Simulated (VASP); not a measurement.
# Li2S (Fm-3m) in VASP: a series of runs

Li2S is run at these levels: r2SCAN; tasks: single point.

Everything below comes from runs of VASP 6.6.1. Logs are shortened: lines on timing, memory, paths and dates and some standing lists are left out, and cuts for length are marked.

### Step 1. The cell of the first run

The structure is cubic, space group Fm-3m (No. 225). The conventional cell has a = 5.378 Å, b = 5.378 Å, c = 5.378 Å, α = 90.00°, β = 90.00°, γ = 90.00°. Within 3.1 Å of Li (site symmetry -43m) lie 4 S at 2.33 Å and 6 Li at 2.69 Å. S (site symmetry m-3m) has 8 Li at 2.33 Å within 3.1 Å.

### Step 2. Single point, r2SCAN

File POSCAR:

```
Li2S
1.0
    2.6887823788      2.6887823788      0.0000000000
   -2.6887823788      2.6887823788      0.0000000000
    0.0000000000      2.6887823788      2.6887823788
Li S
2 1
Direct
    0.2500000000      0.7500000000      0.5000000000
    0.7500000000      0.2500000000      0.5000000000
    0.0000000000      0.0000000000      0.0000000000
```

File INCAR.step1:

```
ALGO = Normal ; EDIFF = 1E-5
ENCUT = 830 ; GGA = PE
GGA_COMPAT = False ; ISMEAR = 0
LASPH = True ; LCHARG = False
LREAL = False ; LWAVE = True
NBANDS = 13 ; NELM = 120
PREC = Accurate ; SIGMA = 0.01
```

File INCAR.step2:

```
ALGO = Normal ; EDIFF = 1E-6
ENCUT = 830 ; GGA_COMPAT = False
ISIF = 2 ; ISMEAR = 0
ISTART = 1 ; LASPH = True
LCHARG = False ; LMIXTAU = True
LREAL = False ; LWAVE = False
METAGGA = R2SCAN ; NBANDS = 13
NELM = 120 ; PREC = Accurate
SIGMA = 0.01
```

File KPOINTS:

```
k-points
0
Gamma
  8 8 8
```

Potentials or basis: VASP PAW PBE potentials, release 64 (Li_sv, S).

Started as:

```console
cat potpaw_PBE.64/Li_sv/POTCAR potpaw_PBE.64/S/POTCAR > POTCAR
cp INCAR.step1 INCAR
mpirun -np 1 vasp_std > vasp.out
cp INCAR.step2 INCAR
mpirun -np 1 vasp_std > vasp.out
```

OUTCAR:

```text
EDIFF = 1E-6
   ENCUT = 830
   ISIF = 2
   ISMEAR = 0
   ISTART = 1
   LASPH = True
   LREAL = False
   METAGGA = R2SCAN
   NELM = 120
   PREC = Accurate

 ion  position               nearest neighbor table
   1  0.250  0.750  0.500-   3 2.33   3 2.33   3 2.33   3 2.33
   2  0.750  0.250  0.500-   3 2.33   3 2.33   3 2.33   3 2.33
   3  0.000  0.000  0.000-   2 2.33   1 2.33   1 2.33   2 2.33   1 2.33   2 2.33   2 2.33   1 2.33

  LATTYP: Found a face centered cubic cell.
 ALAT       =     5.3775647576

  Lattice vectors:

 A1 = (   0.0000000000,   2.6887823788,   2.6887823788)
 A2 = (   2.6887823788,   0.0000000000,   2.6887823788)
 A3 = (   2.6887823788,   2.6887823788,   0.0000000000)

Analysis of symmetry for initial positions (statically):
=====================================================================
 Subroutine PRICEL returns:
 Original cell was already a primitive cell.

 Routine SETGRP: Setting up the symmetry group for a
 face centered cubic supercell.

 Subroutine GETGRP returns: Found 48 space group operations
 (whereof 48 operations were pure point group operations)
 out of a pool of 48 trial point group operations.

The static configuration has the point symmetry O_h .

Analysis of symmetry for dynamics (positions and initial velocities):
=====================================================================
 Subroutine PRICEL returns:
 Original cell was already a primitive cell.

 Routine SETGRP: Setting up the symmetry group for a
 face centered cubic supercell.

 Subroutine GETGRP returns: Found 48 space group operations
 (whereof 48 operations were pure point group operations)
 out of a pool of 48 trial point group operations.

The dynamic configuration has the point symmetry O_h .

 Subroutine INISYM returns: Found 48 space group operations
 (whereof 48 operations are pure point group operations),
 and found     1 'primitive' translations

----------------------------------------------------------------------------------------

                                     Primitive cell

  volume of cell :      38.8774

  direct lattice vectors                    reciprocal lattice vectors
     2.688782379  2.688782379  0.000000000     0.185957779  0.185957779 -0.185957779
    -2.688782379  2.688782379  0.000000000    -0.185957779  0.185957779 -0.185957779
     0.000000000  2.688782379  2.688782379     0.000000000  0.000000000  0.371915558

[... 94 lines left out ...]
   TEBEG  =    0.0;   TEEND  =   0.0 temperature during run
   PSTRESS=    0.0 pullay stress
   NELECT =      12.0000    total number of electrons
   NUPDOWN=      -1.0000    fix difference up-down
   EMIN   =  10.00;   EMAX   =-10.00  energy-range for DOS
   EFERMI =   0.00;   METHOD = LEGACY
   ISMEAR =     0;   SIGMA  =   0.01  broadening in eV -4-tet -1-fermi 0-gaus
   EFERMI_NEDOS =   21; number of points for ismear=-14 and -15
   IALGO  =     38    algorithm
   IMIX   =      4    mixing-type and parameters
     AMIX     =   0.40;   BMIX     =  1.00
     AMIX_MAG =   1.60;   BMIX_MAG =  1.00
  volume/ion in A,a.u.               =      12.96        87.45
  Fermi-wavevector in a.u.,A,eV,Ry     =   1.106376  2.090748 16.654468  1.224069
  Thomas-Fermi vector in A             =   2.242876
   LORBIT       =      0    0 simple, 1 ext, 2 COOP (PROOUT), +10 PAW based schemes
   METAGGA = R2SCAN    functional components
   LHFCALC =     F    Hartree Fock is set to
   AEXX    =    0.0000 exact exchange contribution
   IVDW    =     0    specifies the selected vdW correction
   LEPSILON=     F    determine dielectric tensor
   LRPA    =     F    only Hartree local field effects (RPA)
 non-spin polarized calculation
 Gauss-broadening in eV      SIGMA  =   0.01
  energy-cutoff  :      830.00
  volume of cell :       38.88
 maximum number of plane-waves:      2148
   NGX = 17   NGY = 17   NGZ = 17

 number of electron      12.0000002 magnetization

 Free energy of the ion-electron system (eV)
  ---------------------------------------------------
  ext. energy  EPLUGINS =         0.00000000
  ---------------------------------------------------
  free energy    TOTEN  =       -17.19399911 eV

  energy without entropy =      -17.19399911  energy(sigma->0) =      -17.19399911

 E-fermi :   2.4443     XC(G=0):  -9.6282

 val. band max:        2.3615357499   @ k =   0.0000   0.0000   0.0000
 cond. band min:       6.0699234780   @ k =   0.5000   0.5000   0.0000
 fundamental gap:      3.7083877281
 Fermi energy:         2.4442724111

 k-point     1 :       0.0000    0.0000    0.0000
  band No.  band energies     occupation
      1     -42.9359      2.00000
      2     -42.8549      2.00000
      3      -9.6466      2.00000
      4       2.3615      2.00000
      5       2.3615      2.00000
      6       2.3615      2.00000
      7       8.3768      0.00000
      8       9.2949      0.00000
      9       9.2949      0.00000
     10       9.2949      0.00000
     11      14.5600      0.00000
     12      14.5600      0.00000
     13      16.7132      0.00000
[... 354 lines left out ...]
  band No.  band energies     occupation
      1     -42.8929      2.00000
      2     -42.8928      2.00000
      3      -8.9625      2.00000
      4      -0.8060      2.00000
      5       0.8371      2.00000
      6       1.2012      2.00000
      7       8.9409      0.00000
      8      10.2640      0.00000
      9      12.2116      0.00000
     10      12.8813      0.00000
     11      14.3461      0.00000
     12      16.1171      0.00000
     13      17.6893      0.00000

 [... further k-points ...]

------------------------ aborting loop because EDIFF is reached ----------------------------------------

  FORCE on cell =-STRESS in cart. coord.  units (eV):
  Direction    XX          YY          ZZ          XY          YZ          ZX
  --------------------------------------------------------------------------------------
  -------------------------------------------------------------------------------------
  Total        2.2674689      2.2674689      2.2674689     -0.0000000     -0.0000000     -0.0000000
  in kB       93.4447628     93.4447628     93.4447628     -0.0000000     -0.0000000     -0.0000000
  external PRESSURE =      93.4447628 kB  Pullay stress =       0.0000000 kB

 VOLUME and BASIS-vectors are now :
 -----------------------------------------------------------------------------
  energy-cutoff  :      830.00
  volume of cell :       38.88
      direct lattice vectors                 reciprocal lattice vectors
     2.688782379  2.688782379  0.000000000     0.185957779  0.185957779 -0.185957779
    -2.688782379  2.688782379  0.000000000    -0.185957779  0.185957779 -0.185957779
     0.000000000  2.688782379  2.688782379     0.000000000  0.000000000  0.371915558

 POSITION                                       TOTAL-FORCE (eV/Angst)
 -----------------------------------------------------------------------------------
     -1.34439      4.03317      1.34439        -0.000000     -0.000000     -0.000000
      1.34439      4.03317      1.34439         0.000000     -0.000000      0.000000
      0.00000      0.00000      0.00000        -0.000000      0.000000      0.000000
 -----------------------------------------------------------------------------------
    total drift:                                0.000000      0.000000      0.000000

  FREE ENERGIE OF THE ION-ELECTRON SYSTEM (eV)
  ---------------------------------------------------
  free  energy   TOTEN  =       -17.1939991066 eV

  energy  without entropy=      -17.1939991066  energy(sigma->0) =      -17.19399911
```

OSZICAR.step1:

```text
N       E                     dE             d eps       ncg     rms          rms(c)
DAV:   1     0.645216517509E+02    0.64522E+02   -0.70092E+03   754   0.127E+03
DAV:   2    -0.426211320509E+01   -0.68784E+02   -0.65014E+02   903   0.258E+02
DAV:   3    -0.119029422733E+02   -0.76408E+01   -0.75870E+01  1391   0.562E+01
DAV:   4    -0.120780291238E+02   -0.17509E+00   -0.17501E+00   999   0.111E+01
DAV:   5    -0.120819879404E+02   -0.39588E-02   -0.39587E-02  1176   0.133E+00    0.434E+00
DAV:   6    -0.117994344654E+02    0.28255E+00   -0.42476E-01   921   0.276E+00    0.335E+00
DAV:   7    -0.117799411670E+02    0.19493E-01   -0.14385E-01  1063   0.176E+00    0.199E+00
DAV:   8    -0.117887649183E+02   -0.88238E-02   -0.23387E-02   969   0.889E-01    0.709E-01
DAV:   9    -0.117883899612E+02    0.37496E-03   -0.70639E-04  1052   0.154E-01    0.397E-01
DAV:  10    -0.117885231103E+02   -0.13315E-03   -0.71949E-04   859   0.141E-01    0.194E-01
DAV:  11    -0.117885139295E+02    0.91808E-05   -0.31495E-05  1049   0.413E-02
   1 F= -.11788514E+02 E0= -.11788514E+02  d E =-.233662-154
```

Wall time 4.3 min (1 thread of Oxide Virtual Turin-like, shared host); peak memory 0.18 GiB.

Results:

```
Free energy            : -17.1940 eV
Pressure               : 9.3 GPa
Band gap on the k mesh : 3.71 eV (least direct gap 5.53 eV)
```

Caveat: the cell stands under pressure; the PAW data sets were made with another functional, which shifts forces and pressure a little. A k mesh can miss the band edges.

### Step 3. Single point, r2SCAN

POSCAR is that of step 2.

File INCAR.step1:

```
SYSTEM = Li2S
PREC     = Accurate       ! precision mode
ENCUT    = 830            ! plane-wave cutoff, eV
ISMEAR   = 0              ! smearing method
SIGMA    = 0.01           ! smearing width, eV
LREAL    = .False.        ! projectors in reciprocal space
LASPH    = .True.         ! aspherical terms in the spheres
NELM     = 120            ! most SCF steps
NBANDS   = 13             ! bands
GGA      = PE             ! functional
ALGO     = Normal         ! electronic algorithm
EDIFF    = 1E-5           ! SCF threshold, eV
LWAVE    = .True.         ! write WAVECAR
LCHARG   = .False.        ! write CHGCAR
GGA_COMPAT= .False.
```

File INCAR.step2:

```
SYSTEM = Li2S
PREC     = Accurate       ! precision mode
ENCUT    = 830            ! plane-wave cutoff, eV
EDIFF    = 1E-6           ! SCF threshold, eV
ISMEAR   = 0              ! smearing method
SIGMA    = 0.01           ! smearing width, eV
LREAL    = .False.        ! projectors in reciprocal space
LASPH    = .True.         ! aspherical terms in the spheres
NELM     = 120            ! most SCF steps
ALGO     = Normal         ! electronic algorithm
ISIF     = 2              ! what is computed and relaxed
LWAVE    = .False.        ! write WAVECAR
LCHARG   = .False.        ! write CHGCAR
METAGGA  = R2SCAN         ! meta-GGA
LMIXTAU  = .True.       
NBANDS   = 13             ! bands
ISTART   = 1            
GGA_COMPAT= .False.
```

File KPOINTS:

```
regular mesh
0
Gamma
  8 8 8
  0 0 0
```

Potentials or basis: VASP PAW PBE potentials, release 64 (Li_sv, S).

Started as:

```console
cat potpaw_PBE.64/Li_sv/POTCAR potpaw_PBE.64/S/POTCAR > POTCAR
cp INCAR.step1 INCAR
mpirun -np 1 vasp_std > vasp.out
cp INCAR.step2 INCAR
mpirun -np 1 vasp_std > vasp.out
```

It took 3.5 min on 1 thread of Oxide Virtual Turin-like, shared host; peak memory 0.18 GiB.

It converged, with:

| Item | Value |
| --- | --- |
| Free energy | -17.1940 eV |
| Pressure | 9.3 GPa |
| Band gap on the k mesh | 3.71 eV (least direct gap 5.53 eV) |

Levels at points of the mesh, in eV from the valence-band top:
| k point | band 4 | band 5 | band 6 | band 7 | band 8 | band 9 |
| --- | --- | --- | --- | --- | --- | --- |
| (0.00, 0.00, 0.00) | 0.00 | 0.00 | 0.00 | 6.02 | 6.93 | 6.93 |
| (0.50, 0.00, 0.00) | -3.52 | -0.65 | -0.65 | 7.23 | 7.23 | 7.78 |
| (0.50, 0.50, 0.00) | -2.56 | -1.82 | -1.82 | 3.71 | 8.28 | 13.53 |

Caveat: the cell stands under pressure; the PAW data sets were made with another functional, which shifts forces and pressure a little.

### Step 4. Single point, r2SCAN

This run uses another cell than the first one, of 13.50 Å³/atom.

File POSCAR:

```
Li2S
1.0
    2.7257611214      2.7257611214      0.0000000000
   -2.7257611214      2.7257611214      0.0000000000
    0.0000000000      2.7257611214      2.7257611214
Li S
2 1
Direct
    0.2500000000      0.7500000000      0.5000000000
    0.7500000000      0.2500000000      0.5000000000
    0.0000000000      0.0000000000      0.0000000000
```

File INCAR.step1:

```
SYSTEM = Li2S
ALGO = Normal
EDIFF = 1E-5
ENCUT = 830
GGA = PE
GGA_COMPAT = .FALSE.
ISMEAR = 0
LASPH = .TRUE.
LCHARG = .FALSE.
LREAL = .FALSE.
LWAVE = .TRUE.
NBANDS = 13
NELM = 120
PREC = Accurate
SIGMA = 0.01
```

File INCAR.step2:

```
SYSTEM = Li2S
ALGO = Normal
EDIFF = 1E-6
ENCUT = 830
GGA_COMPAT = .FALSE.
ISIF = 2
ISMEAR = 0
ISTART = 1
LASPH = .TRUE.
LCHARG = .TRUE.
LELF = .TRUE.
LMIXTAU = .TRUE.
LREAL = .FALSE.
LVHAR = .TRUE.
LWAVE = .FALSE.
METAGGA = R2SCAN
NBANDS = 13
NELM = 120
PREC = Accurate
SIGMA = 0.01
```

File KPOINTS:

```
k-points
0
G
  8 8 8
  0 0 0
```

Started as:

```console
cat potpaw_PBE.64/Li_sv/POTCAR potpaw_PBE.64/S/POTCAR > POTCAR
cp INCAR.step1 INCAR
mpirun -np 1 vasp_std > vasp.out
cp INCAR.step2 INCAR
mpirun -np 1 vasp_std > vasp.out
```

It took 3.2 min on 1 thread of Oxide Virtual Turin-like, shared host; peak memory 0.18 GiB.

Results (log left out):

```yaml
Free_energy: -17.2758 eV
Pressure: 6.4 GPa
Band_gap_on_the_k_mesh: 3.76 eV (least direct gap 5.48 eV)
```

Levels at points of the mesh, in eV from the valence-band top:
| k point | band 4 | band 5 | band 6 | band 7 | band 8 | band 9 |
| --- | --- | --- | --- | --- | --- | --- |
| (0.00, 0.00, 0.00) | 0.00 | 0.00 | 0.00 | 5.75 | 6.93 | 6.93 |
| (0.50, 0.00, 0.00) | -3.36 | -0.61 | -0.61 | 7.23 | 7.23 | 7.55 |
| (0.50, 0.50, 0.00) | -2.47 | -1.72 | -1.72 | 3.76 | 8.15 | 13.18 |

Caveat: the cell stands under pressure; the PAW data sets were made with another functional, which shifts forces and pressure a little.

### Step 5. Single point, r2SCAN

This run uses another cell than the first one, of 14.16 Å³/atom.

File POSCAR:

```
Li2S
1.0
    2.7697177993      2.7697177993      0.0000000000
   -2.7697177993      2.7697177993      0.0000000000
    0.0000000000      2.7697177993      2.7697177993
Li S
2 1
Direct
    0.2500000000      0.7500000000      0.5000000000
    0.7500000000      0.2500000000      0.5000000000
    0.0000000000      0.0000000000      0.0000000000
```

File INCAR.step1:

```
  PREC = Accurate
  ENCUT = 830
  ISMEAR = 0
  SIGMA = 0.01
  LREAL = F
  LASPH = T
  NELM = 120
  NBANDS = 13
  GGA = PE
  ALGO = Normal
  EDIFF = 1E-5
  LWAVE = T
  LCHARG = F
  GGA_COMPAT = F
```

File INCAR.step2:

```
  PREC = Accurate
  ENCUT = 830
  EDIFF = 1E-6
  ISMEAR = 0
  SIGMA = 0.01
  LREAL = F
  LASPH = T
  NELM = 120
  ALGO = Normal
  ISIF = 2
  LWAVE = F
  LCHARG = T
  METAGGA = R2SCAN
  LMIXTAU = T
  LELF = T
  LVHAR = T
  NBANDS = 13
  ISTART = 1
  GGA_COMPAT = F
```

File KPOINTS:

```
regular mesh
0
Gamma
  8 8 8
```

Potentials or basis: VASP PAW PBE potentials, release 64 (Li_sv, S).

Started as:

```console
cat potpaw_PBE.64/Li_sv/POTCAR potpaw_PBE.64/S/POTCAR > POTCAR
cp INCAR.step1 INCAR
mpirun -np 1 vasp_std > vasp.out
cp INCAR.step2 INCAR
mpirun -np 1 vasp_std > vasp.out
```

OUTCAR:

```text
PREC = Accurate
   ENCUT = 830
   EDIFF = 1E-6
   ISMEAR = 0
   LREAL = F
   LASPH = T
   NELM = 120
   ISIF = 2
   METAGGA = R2SCAN
   ISTART = 1

 ion  position               nearest neighbor table
   1  0.250  0.750  0.500-   3 2.40   3 2.40   3 2.40   3 2.40
   2  0.750  0.250  0.500-   3 2.40   3 2.40   3 2.40   3 2.40
   3  0.000  0.000  0.000-   2 2.40   1 2.40   1 2.40   2 2.40   1 2.40   2 2.40   2 2.40   1 2.40

  LATTYP: Found a face centered cubic cell.
 ALAT       =     5.5394355986
[... 578 lines left out ...]

  FORCE on cell =-STRESS in cart. coord.  units (eV):
  Direction    XX          YY          ZZ          XY          YZ          ZX
  --------------------------------------------------------------------------------------
  -------------------------------------------------------------------------------------
  Total        1.0150512      1.0150512      1.0150512     -0.0000000      0.0000000     -0.0000000
  in kB       38.2703073     38.2703073     38.2703073     -0.0000000      0.0000000     -0.0000000
  external PRESSURE =      38.2703073 kB  Pullay stress =       0.0000000 kB

 VOLUME and BASIS-vectors are now :
 -----------------------------------------------------------------------------
  energy-cutoff  :      830.00
  volume of cell :       42.49
      direct lattice vectors                 reciprocal lattice vectors
     2.769717799  2.769717799  0.000000000     0.180523806  0.180523806 -0.180523806
    -2.769717799  2.769717799  0.000000000    -0.180523806  0.180523806 -0.180523806
     0.000000000  2.769717799  2.769717799     0.000000000  0.000000000  0.361047613

 POSITION                                       TOTAL-FORCE (eV/Angst)
 -----------------------------------------------------------------------------------
     -1.38486      4.15458      1.38486         0.000000     -0.000000      0.000000
      1.38486      4.15458      1.38486        -0.000000     -0.000000     -0.000000
      0.00000      0.00000      0.00000        -0.000000      0.000000      0.000000
 -----------------------------------------------------------------------------------
    total drift:                                0.000000      0.000000     -0.000000

  FREE ENERGIE OF THE ION-ELECTRON SYSTEM (eV)
  ---------------------------------------------------
  free  energy   TOTEN  =       -17.3445089500 eV

  energy  without entropy=      -17.3445089500  energy(sigma->0) =      -17.34450895
```

OSZICAR.step1:

```text
N       E                     dE             d eps       ncg     rms          rms(c)
DAV:   1     0.578511777658E+02    0.57851E+02   -0.71139E+03   754   0.127E+03
DAV:   2    -0.427287988550E+01   -0.62124E+02   -0.58717E+02   915   0.242E+02
DAV:   3    -0.120408152916E+02   -0.77679E+01   -0.77148E+01  1441   0.546E+01
DAV:   4    -0.122372398088E+02   -0.19642E+00   -0.19628E+00   981   0.116E+01
DAV:   5    -0.122422721388E+02   -0.50323E-02   -0.50321E-02  1202   0.149E+00    0.408E+00
DAV:   6    -0.119546993239E+02    0.28757E+00   -0.46433E-01   908   0.278E+00    0.310E+00
DAV:   7    -0.119375000082E+02    0.17199E-01   -0.14125E-01  1066   0.170E+00    0.189E+00
DAV:   8    -0.119473792801E+02   -0.98793E-02   -0.25582E-02   967   0.913E-01    0.781E-01
DAV:   9    -0.119468794034E+02    0.49988E-03   -0.86409E-04  1019   0.171E-01    0.448E-01
DAV:  10    -0.119470430839E+02   -0.16368E-03   -0.10676E-03   854   0.163E-01    0.231E-01
DAV:  11    -0.119470238524E+02    0.19232E-04   -0.57656E-05  1083   0.503E-02    0.839E-02
DAV:  12    -0.119470252332E+02   -0.13808E-05   -0.16620E-06   596   0.102E-02
   1 F= -.11947025E+02 E0= -.11947025E+02  d E =-.643852E-21
```

It took 8.1 min on 1 thread of Oxide Virtual Turin-like, shared host; peak memory 0.22 GiB.

What came out:

* Free energy: -17.3445 eV
* Pressure: 3.8 GPa
* Band gap on the k mesh: 3.80 eV (least direct gap 5.41 eV)

Levels at points of the mesh, in eV from the valence-band top:
```
           k point  band 4  band 5  band 6  band 7  band 8  band 9
(0.00, 0.00, 0.00)    0.00    0.00    0.00    5.50    6.93    6.93
(0.50, 0.00, 0.00)   -3.17   -0.57   -0.57    7.22    7.22    7.36
(0.50, 0.50, 0.00)   -2.34   -1.61   -1.61    3.80    8.10   12.80
```

Caveat: the cell stands under pressure; the PAW data sets were made with another functional, which shifts forces and pressure a little.

### Step 6. Overview

| cell | gap on the mesh (eV) | pressure (GPa) |
| --- | --- | --- |
| a = 3.803 Å, angles 60.0, 60.0, 90.0°, 3 atoms | 3.71 | 9.3 |
| a = 3.855 Å, angles 60.0, 60.0, 90.0°, 3 atoms | 3.76 | 6.4 |
| a = 3.917 Å, angles 60.0, 60.0, 90.0°, 3 atoms | 3.80 | 3.8 |

Alike in all rows: task single point; level r2SCAN; potentials or basis VASP PAW PBE potentials, release 64 (Li_sv, S); no spin polarisation; k mesh 8 × 8 × 8; cutoff (eV) 830; smearing gaussian 0.01 eV.

Caveats: the cell stands under pressure; the PAW data sets were made with another functional, which shifts forces and pressure a little.

Absolute energies hang on the potentials; compare differences alone.
